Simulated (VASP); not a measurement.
Set up this calculation in VASP 6.6.1, as the native input.

```
Task                   : electric field gradients
Functional             : PBE
Potentials or basis    : VASP PAW PBE potentials, release 64 (Sn_d, Te)
Cutoff                 : 520 eV
k mesh                 : 11 × 11 × 11
Occupations            : fermi-dirac, width 0.08 eV
Spin                   : no spin polarisation
Dipole correction      : no
Further INCAR settings : ALGO = Normal; EDIFF = 1e-08; NBANDS = 17
```

The structure of SnTe lies in POSCAR:

```
SnTe
1.0
    0.0000000000      3.2196300000      3.1565000000
    3.2196300000      0.0000000000      3.1565000000
    3.2196300000      3.2196300000      0.0000000000
Sn Te
1 1
Direct
    0.0000000000      0.0000000000      0.0000000000
    0.5000000000      0.5000000000      0.5000000000
```

This cell differs from its parent crystal: equal xx and yy strain of +2 %.

The input as run:

INCAR

```
SYSTEM = SnTe
ALGO     = Normal         ! electronic algorithm
EDIFF    = 1E-8           ! SCF threshold, eV
ENCUT    = 520            ! plane-wave cutoff, eV
GGA      = PE             ! functional
ISIF     = 2              ! what is computed and relaxed
ISMEAR   = -1             ! smearing method
LASPH    = .True.         ! aspherical terms in the spheres
LCHARG   = .False.        ! write CHGCAR
LEFG     = .True.       
LREAL    = .False.        ! projectors in reciprocal space
LWAVE    = .False.        ! write WAVECAR
NBANDS   = 17             ! bands
NELM     = 60             ! most SCF steps
PREC     = Accurate       ! precision mode
SIGMA    = 0.08           ! smearing width, eV
```

KPOINTS

```
k-points
0
Gamma
  11 11 11
  0 0 0
```

Potentials or basis: VASP PAW PBE potentials, release 64 (Sn_d, Te).

Run with:

```console
$ cat potpaw_PBE.64/Sn_d/POTCAR potpaw_PBE.64/Te/POTCAR > POTCAR
$ mpirun -np 1 vasp_std > vasp.out
```

Results of the run:

```
Pressure                                : 0.3 GPa
Band gap on the k mesh                  : 0.40 eV
Largest electric field gradient by atom : Sn -29.5; Te -6.1 V/Å²
```

Caveat: the cell differs from its parent crystal (equal xx and yy strain of +2 %); without QUAD_EFG the Cq values of the log hold for a quadrupole moment of 1 mb, not for the nuclei; spin-orbit coupling is left out, which moves the levels of the heavy elements; an odd mesh through Γ misses points on the zone boundary, where band edges can lie.

Wall time 3 min on 1 thread of Intel Xeon 8259CL, with other jobs on the host, peak memory 0.31 GiB.
